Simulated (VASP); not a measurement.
Write the native input for VASP 6.6.1 that does the following.

```
Task                   : single point
Functional             : PBE
Potentials or basis    : VASP PAW PBE potentials, release 64 (Zr_sv, Cd, C)
Cutoff                 : 520 eV
k mesh                 : 8 × 8 × 8
Occupations            : gaussian, width 0.1 eV
Spin                   : no spin polarisation
Dipole correction      : no
Further INCAR settings : ALGO = Normal; EDIFF = 1e-06; NBANDS = 34
```

The structure of Zr3CdC lies in POSCAR:

```
Zr3CdC
1.0
    4.6617760490      0.0000000000      0.0000000000
    0.0000000000      4.6617760490      0.0000000000
    0.0000000000      0.0000000000      4.6617760490
Zr Cd C
3 1 1
Direct
    0.0000000000      0.5000000000      0.5000000000
    0.5000000000      0.0000000000      0.5000000000
    0.5000000000      0.5000000000      0.0000000000
    0.0000000000      0.0000000000      0.0000000000
    0.5000000000      0.5000000000      0.5000000000
```

One way to write it, as run:

INCAR

```
SYSTEM = Zr3CdC
  PREC = Accurate
  ENCUT = 520
  EDIFF = 1E-6
  ISMEAR = 0
  SIGMA = 0.1
  LREAL = .False.
  LASPH = .True.
  NELM = 60
  ALGO = Normal
  ISIF = 2
  LWAVE = .False.
  LCHARG = .True.
  GGA = PE
  LELF = .True.
  LVHAR = .True.
  NBANDS = 34
```

KPOINTS

```
Automatic mesh
0
Gamma
  8 8 8
  0 0 0
```

Potentials or basis: VASP PAW PBE potentials, release 64 (Zr_sv, Cd, C).

Launch:

```console
$ cat potpaw_PBE.64/Zr_sv/POTCAR potpaw_PBE.64/Cd/POTCAR potpaw_PBE.64/C/POTCAR > POTCAR
$ mpirun -np 1 vasp_std > vasp.out
```

Results of the run:

| Quantity | Value |
| --- | --- |
| Pressure | -6.6 GPa |
| Band gap on the k mesh | zero (bands 26 and 27 overlap by 1.80 eV) |

Caveat: the cell stands under tension.

Wall time 59 s on 1 thread of Intel(R) Xeon(R) 6975P-C (Granite Rapids) (shared host), peak memory 0.26 GiB.
